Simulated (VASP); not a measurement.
# CdTe (F-43m) in VASP: further runs

CdTe is run at these levels: PBEsol; tasks: single point.

Everything below comes from runs of VASP 6.6.1. Logs are shortened: lines on timing, memory, paths and dates and some standing lists are left out, and cuts for length are marked.

### 1 The cell of the first run

The structure is cubic, space group F-43m (No. 216). The conventional cell has a = 5.952 Å, b = 5.952 Å, c = 5.952 Å, α = 90.00°, β = 90.00°, γ = 90.00°. Te (site symmetry -43m) has 4 Cd at 2.58 Å within 3.4 Å. Cd (site symmetry -43m) has 4 Te at 2.58 Å within 3.4 Å.

### 2 Single point, PBEsol

Input file INCAR:

```
SYSTEM = CdTe
PREC = Accurate
ENCUT = 520
EDIFF = 1E-6
ISMEAR = -1
SIGMA = 0.05
LREAL = .FALSE.
LASPH = .TRUE.
NELM = 100
ALGO = Normal
ISIF = 2
LWAVE = .FALSE.
LCHARG = .TRUE.
GGA = PS
LELF = .TRUE.
LVHAR = .TRUE.
NBANDS = 16
```

Input file KPOINTS:

```
Automatic mesh
0
G
  7 7 7
  0 0 0
```

Input file POSCAR:

```
CdTe
1.0
    0.0000000000      2.9759484306      2.9759484306
    2.9759484306      0.0000000000      2.9759484306
    2.9759484306      2.9759484306      0.0000000000
Te Cd
1 1
Direct
    0.7500000000      0.7500000000      0.7500000000
    0.0000000000      0.0000000000      0.0000000000
```

Potentials or basis: VASP PAW PBE potentials, release 64 (Te, Cd).

Run with:

```
$ cat potpaw_PBE.64/Te/POTCAR potpaw_PBE.64/Cd/POTCAR > POTCAR
$ mpirun -np 1 vasp_std > vasp.out
```

OUTCAR:

```text
SYSTEM = CdTe
   PREC = Accurate
   ENCUT = 520
   EDIFF = 1E-6
   ISMEAR = -1
   LREAL = .FALSE.
   LASPH = .TRUE.
   NELM = 100
   ISIF = 2
   GGA = PS

 ion  position               nearest neighbor table
   1  0.750  0.750  0.750-   2 2.58   2 2.58   2 2.58   2 2.58
   2  0.000  0.000  0.000-   1 2.58   1 2.58   1 2.58   1 2.58

  LATTYP: Found a face centered cubic cell.
 ALAT       =     5.9518968612

  Lattice vectors:

 A1 = (   0.0000000000,   2.9759484306,   2.9759484306)
 A2 = (   2.9759484306,   0.0000000000,   2.9759484306)
 A3 = (   2.9759484306,   2.9759484306,   0.0000000000)

Analysis of symmetry for initial positions (statically):
=====================================================================
 Subroutine PRICEL returns:
 Original cell was already a primitive cell.

 Routine SETGRP: Setting up the symmetry group for a
 face centered cubic supercell.

 Subroutine GETGRP returns: Found 24 space group operations
 (whereof 24 operations were pure point group operations)
 out of a pool of 48 trial point group operations.

The static configuration has the point symmetry T_d .

Analysis of symmetry for dynamics (positions and initial velocities):
=====================================================================
 Subroutine PRICEL returns:
 Original cell was already a primitive cell.

 Routine SETGRP: Setting up the symmetry group for a
 face centered cubic supercell.

 Subroutine GETGRP returns: Found 24 space group operations
 (whereof 24 operations were pure point group operations)
 out of a pool of 48 trial point group operations.

The dynamic configuration has the point symmetry T_d .

 Subroutine INISYM returns: Found 24 space group operations
 (whereof 24 operations are pure point group operations),
 and found     1 'primitive' translations

----------------------------------------------------------------------------------------

                                     Primitive cell

  volume of cell :      52.7116

  direct lattice vectors                    reciprocal lattice vectors
     0.000000000  2.975948431  2.975948431    -0.168013664  0.168013664  0.168013664
     2.975948431  0.000000000  2.975948431     0.168013664 -0.168013664  0.168013664
[... 73 lines left out ...]
   ICHARG =      2    charge: 1-file 2-atom 10-const
   ISPIN  =      1    spin polarized calculation?
   LNONCOLLINEAR =      F non collinear calculations
   LSORBIT =      F    spin-orbit coupling
   LASPH  =      T    aspherical Exc in radial PAW
   ENCUT  =  520.0 eV  38.22 Ry    6.18 a.u.   7.83  7.83  7.83*2*pi/ulx,y,z
   NELM   =    100;   NELMIN=  2; NELMDL= -5     # of ELM steps
   EDIFF  = 0.1E-05   stopping-criterion for ELM
   LREAL  =      F    real-space projection
   EDIFFG = 0.1E-04   stopping-criterion for IOM
   NSW    =      0    number of steps for IOM
   IBRION =     -1    ionic relax: 0-MD 1-quasi-New 2-CG
   NFREE  =      0    steps in history (QN), initial steepest desc. (CG)
   ISIF   =      2    stress and relaxation
   ISYM   =      2    0-nonsym 1-usesym 2-fastsym
   POTIM  = 0.5000    time-step for ionic-motion
   TEBEG  =    0.0;   TEEND  =   0.0 temperature during run
   PSTRESS=    0.0 pullay stress
   NELECT =      18.0000    total number of electrons
   NUPDOWN=      -1.0000    fix difference up-down
   EMIN   =  10.00;   EMAX   =-10.00  energy-range for DOS
   EFERMI =   0.00;   METHOD = LEGACY
   ISMEAR =    -1;   SIGMA  =   0.05  broadening in eV -4-tet -1-fermi 0-gaus
   EFERMI_NEDOS =   21; number of points for ismear=-14 and -15
   IALGO  =     38    algorithm
   IMIX   =      4    mixing-type and parameters
     AMIX     =   0.40;   BMIX     =  1.00
     AMIX_MAG =   1.60;   BMIX_MAG =  1.00
  volume/ion in A,a.u.               =      26.36       177.86
  Fermi-wavevector in a.u.,A,eV,Ry     =   1.144275  2.162365 17.814984  1.309364
  Thomas-Fermi vector in A             =   2.280967
   LORBIT       =      0    0 simple, 1 ext, 2 COOP (PROOUT), +10 PAW based schemes
   GGA     = PS    functional components
   LHFCALC =     F    Hartree Fock is set to
   AEXX    =    0.0000 exact exchange contribution
   IVDW    =     0    specifies the selected vdW correction
   LEPSILON=     F    determine dielectric tensor
   LRPA    =     F    only Hartree local field effects (RPA)
 non-spin polarized calculation
  energy-cutoff  :      520.00
  volume of cell :       52.71
 maximum number of plane-waves:      1430
   NGX = 15   NGY = 15   NGZ = 15

 number of electron      17.9999998 magnetization

 Free energy of the ion-electron system (eV)
  ---------------------------------------------------
  ext. energy  EPLUGINS =         0.00000000
  ---------------------------------------------------
  free energy    TOTEN  =        -4.70231210 eV

  energy without entropy =       -4.70231209  energy(sigma->0) =       -4.70231210

 E-fermi :   5.7197     XC(G=0):  -9.9619

 val. band max:        4.9695416054   @ k =   0.0000   0.0000   0.0000
 cond. band min:       6.4139889832   @ k =   0.0000   0.0000   0.0000
 fundamental gap:      1.4444473778
 Fermi energy:         5.7196900636

 k-point     1 :       0.0000    0.0000    0.0000
  band No.  band energies     occupation
      1      -8.0994      2.00000
      2      -4.5873      2.00000
      3      -4.5873      2.00000
      4      -4.5873      2.00000
      5      -4.0813      2.00000
      6      -4.0813      2.00000
[... 357 lines left out ...]
      3      -4.3340      2.00000
      4      -4.1513      2.00000
      5      -4.0887      2.00000
      6      -3.0856      2.00000
[... 8 lines left out ...]
     15      15.7533      0.00000
     16      18.1019      0.00000

------------------------ aborting loop because EDIFF is reached ----------------------------------------

  FORCE on cell =-STRESS in cart. coord.  units (eV):
  Direction    XX          YY          ZZ          XY          YZ          ZX
  --------------------------------------------------------------------------------------
  -------------------------------------------------------------------------------------
  Total        6.7191226      6.7191226      6.7191226     -0.0000000      0.0000000     -0.0000000
  in kB      204.2287829    204.2287829    204.2287829     -0.0000000      0.0000000     -0.0000000
  external PRESSURE =     204.2287829 kB  Pullay stress =       0.0000000 kB

 VOLUME and BASIS-vectors are now :
 -----------------------------------------------------------------------------
  energy-cutoff  :      520.00
  volume of cell :       52.71
      direct lattice vectors                 reciprocal lattice vectors
     0.000000000  2.975948431  2.975948431    -0.168013664  0.168013664  0.168013664
     2.975948431  0.000000000  2.975948431     0.168013664 -0.168013664  0.168013664
     2.975948431  2.975948431  0.000000000     0.168013664  0.168013664 -0.168013664

 POSITION                                       TOTAL-FORCE (eV/Angst)
 -----------------------------------------------------------------------------------
      4.46392      4.46392      4.46392         0.000000      0.000000      0.000000
      0.00000      0.00000      0.00000        -0.000000     -0.000000     -0.000000
 -----------------------------------------------------------------------------------
    total drift:                                0.000000      0.000000      0.000000

  FREE ENERGIE OF THE ION-ELECTRON SYSTEM (eV)
  ---------------------------------------------------
  free  energy   TOTEN  =        -4.7023121004 eV

  energy  without entropy=       -4.7023120919  energy(sigma->0) =       -4.70231210
```

OSZICAR:

```text
N       E                     dE             d eps       ncg     rms          rms(c)
DAV:   1     0.107658056461E+03    0.10766E+03   -0.88643E+03   656   0.102E+03
DAV:   2    -0.158886221847E+01   -0.10925E+03   -0.10412E+03   768   0.249E+02
DAV:   3    -0.496687887987E+01   -0.33780E+01   -0.33740E+01   768   0.456E+01
DAV:   4    -0.499428179195E+01   -0.27403E-01   -0.27402E-01   912   0.377E+00
DAV:   5    -0.499447182288E+01   -0.19003E-03   -0.19003E-03   800   0.228E-01    0.972E+00
DAV:   6    -0.472923856346E+01    0.26523E+00   -0.47259E-01   784   0.106E+01    0.730E+00
DAV:   7    -0.470367539311E+01    0.25563E-01   -0.15140E-01   744   0.281E+00    0.233E+00
DAV:   8    -0.470240375408E+01    0.12716E-02   -0.16558E-02   736   0.163E+00    0.681E-01
DAV:   9    -0.470229368091E+01    0.11007E-03   -0.91377E-04   768   0.344E-01    0.222E-01
DAV:  10    -0.470230340159E+01   -0.97207E-05   -0.12055E-04   816   0.872E-02    0.668E-02
DAV:  11    -0.470231342386E+01   -0.10022E-04   -0.32787E-05   792   0.574E-02    0.273E-02
DAV:  12    -0.470231200183E+01    0.14220E-05   -0.29489E-06   712   0.217E-02    0.107E-02
DAV:  13    -0.470231210036E+01   -0.98525E-07   -0.14265E-06   712   0.786E-03
   1 F= -.47023121E+01 E0= -.47023121E+01  d E =-.841319E-08
```

It took 38 s on 1 thread of AMD EPYC 7R13, shared host; peak memory 0.15 GiB.

What came out:

```yaml
Free_energy: -4.7023 eV
Pressure: 20.4 GPa
Band_gap_on_the_k_mesh: 1.44 eV, direct
```

Levels at points of the mesh, in eV from the valence-band top:
| k point | band 5 | band 6 | band 7 | band 8 | band 9 | band 10 | band 11 | band 12 | band 13 | band 14 |
| --- | --- | --- | --- | --- | --- | --- | --- | --- | --- | --- |
| (0.00, 0.00, 0.00) | -9.05 | -9.05 | 0.00 | 0.00 | 0.00 | 1.44 | 4.23 | 4.23 | 4.23 | 7.53 |

Caveat: the PAW data sets were made with another functional, which shifts forces and pressure a little; spin-orbit coupling is left out, which moves the levels of the heavy elements. A k mesh can miss the band edges.

### 3 Single point, PBEsol

This run uses another cell than the first one, of 29.02 Å³/atom, 1.101 times its volume.

Input file INCAR:

```
  ALGO = Normal
  EDIFF = 1E-6
  ENCUT = 520
  GGA = PS
  ISIF = 2
  ISMEAR = -1
  LASPH = True
  LCHARG = False
  LREAL = False
  LWAVE = False
  NBANDS = 16
  NELM = 80
  PREC = Accurate
  SIGMA = 0.05
```

Input file KPOINTS:

```
k-points
0
Gamma
  7 7 7
```

Input file POSCAR:

```
CdTe
1.0
    0.0000000000      3.0731126493      3.0731126493
    3.0731126493      0.0000000000      3.0731126493
    3.0731126493      3.0731126493      0.0000000000
Te Cd
1 1
Direct
    0.7500000000      0.7500000000      0.7500000000
    0.0000000000      0.0000000000      0.0000000000
```

Potentials or basis: VASP PAW PBE potentials, release 64 (Te, Cd).

Run with:

```
$ cat potpaw_PBE.64/Te/POTCAR potpaw_PBE.64/Cd/POTCAR > POTCAR
$ mpirun -np 1 vasp_std > vasp.out
```

Run time: 36 s. Hardware: 1 thread of AMD EPYC 7R13, shared host; peak memory 0.15 GiB.

Results (log left out):

```yaml
Free_energy: -5.2000 eV
Pressure: 10.3 GPa
Band_gap_on_the_k_mesh: 1.15 eV, direct
```

Levels at points of the mesh, in eV from the valence-band top:
```
           k point  band 5  band 6  band 7  band 8  band 9  band 10  band 11  band 12  band 13  band 14
(0.00, 0.00, 0.00)   -8.56   -8.56    0.00    0.00    0.00     1.15     4.38     4.38     4.38     7.47
```

Caveat: the PAW data sets were made with another functional, which shifts forces and pressure a little; spin-orbit coupling is left out, which moves the levels of the heavy elements.

### 4 Single point, PBEsol

This run uses another cell than the first one, of 31.02 Å³/atom, 1.177 times its volume.

Input file INCAR:

```
ALGO = Normal ; EDIFF = 1E-7
ENCUT = 520 ; GGA = PS
ISIF = 2 ; ISMEAR = -1
LASPH = T ; LCHARG = F
LREAL = F ; LWAVE = F
NBANDS = 16 ; NELM = 100
PREC = Accurate ; SIGMA = 0.05
```

KPOINTS is that of step 3.

Input file POSCAR:

```
CdTe
1.0
    0.0000000000      3.1421456734      3.1421456734
    3.1421456734      0.0000000000      3.1421456734
    3.1421456734      3.1421456734      0.0000000000
Te Cd
1 1
Direct
    0.7500000000      0.7500000000      0.7500000000
    0.0000000000      0.0000000000      0.0000000000
```

Run with:

```
$ cat potpaw_PBE.64/Te/POTCAR potpaw_PBE.64/Cd/POTCAR > POTCAR
$ mpirun -np 1 vasp_std > vasp.out
```

It took 63 s on 1 thread of AMD EPYC 7R13, shared host; peak memory 0.18 GiB.

Results (log left out):

```
Free energy            : -5.3904 eV
Pressure               : 5.3 GPa
Band gap on the k mesh : 0.94 eV, direct
```

Levels at points of the mesh, in eV from the valence-band top:
```csv
k point,band 5,band 6,band 7,band 8,band 9,band 10,band 11,band 12,band 13,band 14
"(0.00, 0.00, 0.00)",-8.29,-8.29,0.00,0.00,0.00,0.94,4.46,4.46,4.46,7.41
```

Caveat: the PAW data sets were made with another functional, which shifts forces and pressure a little; spin-orbit coupling is left out, which moves the levels of the heavy elements. PBEsol gaps usually lie below the measured ones, often by a third to a half.

### 5 Overview

| cell | gap on the mesh (eV) | pressure (GPa) |
| --- | --- | --- |
| a = 4.209 Å, angles 60.0°, 2 atoms | 1.44 | 20.4 |
| a = 4.346 Å, angles 60.0°, 2 atoms | 1.15 | 10.3 |
| a = 4.444 Å, angles 60.0°, 2 atoms | 0.94 | 5.3 |

Alike in all rows: task single point; level PBEsol; potentials or basis VASP PAW PBE potentials, release 64 (Te, Cd); no spin polarisation; k mesh 7 × 7 × 7; cutoff (eV) 520; smearing fermi-dirac 0.05 eV.

Caveats: the PAW data sets were made with another functional, which shifts forces and pressure a little; spin-orbit coupling is left out, which moves the levels of the heavy elements.

Total energies depend on the potentials used, so only differences within one code and one set of settings carry meaning.
